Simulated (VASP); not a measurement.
Here is a VASP 6.6.1 calculation.

INCAR

```
PREC     = Accurate       # precision mode
ENCUT    = 520            # plane-wave cutoff, eV
EDIFF    = 1E-6           # SCF threshold, eV
ISMEAR   = -1             # smearing method
SIGMA    = 0.05           # smearing width, eV
LREAL    = F              # projectors in reciprocal space
LASPH    = T              # aspherical terms in the spheres
NELM     = 100            # most SCF steps
ALGO     = Normal         # electronic algorithm
ISIF     = 2              # what is computed and relaxed
LWAVE    = F              # write WAVECAR
LCHARG   = F              # write CHGCAR
GGA      = PS             # functional
NBANDS   = 28             # bands
```

Contents of KPOINTS:

```
regular mesh
0
Gamma
  7 7 7
```

The input POSCAR:

```
BaTiO3
1.0
    4.0073000000      0.0000000000      0.0000000000
    0.0000000000      4.0073000000      0.0000000000
    0.0000000000      0.0000000000      4.0073000000
Ba Ti O
1 1 3
Direct
    0.5090294500      0.4552911200      0.5066787400
    0.9437351000      0.0699797700      0.9543125000
    0.5205349200      0.0068319800      0.0554319400
    0.0126470200      0.4919678200      0.0527235900
    0.0140535100      0.9759293100      0.4308532400
```

Potentials or basis: VASP PAW PBE potentials, release 64 (Ba_sv, Ti_sv, O).

Launch:

```console
$ cat potpaw_PBE.64/Ba_sv/POTCAR potpaw_PBE.64/Ti_sv/POTCAR potpaw_PBE.64/O/POTCAR > POTCAR
$ mpirun -np 1 vasp_std > vasp.out
```

Question: Estimate the largest force.

Answer: 4.376 eV/Å.

Question: Estimate the pressure.

Answer: 7.8 GPa.

Question: Estimate the band gap on the k mesh.

Answer: 2.74 eV, indirect (least direct gap 2.91 eV).

Stress tensor (GPa, compression positive):
```
12.95 -2.04  1.79
-2.04 11.08 -1.20
 1.79 -1.20 -0.56
```

Caveat: the PAW data sets were made with another functional, which shifts forces and pressure a little; spin-orbit coupling is left out, which moves the levels of the heavy elements. Expect the measured gap to be larger: semilocal functionals such as PBEsol lack the derivative discontinuity.
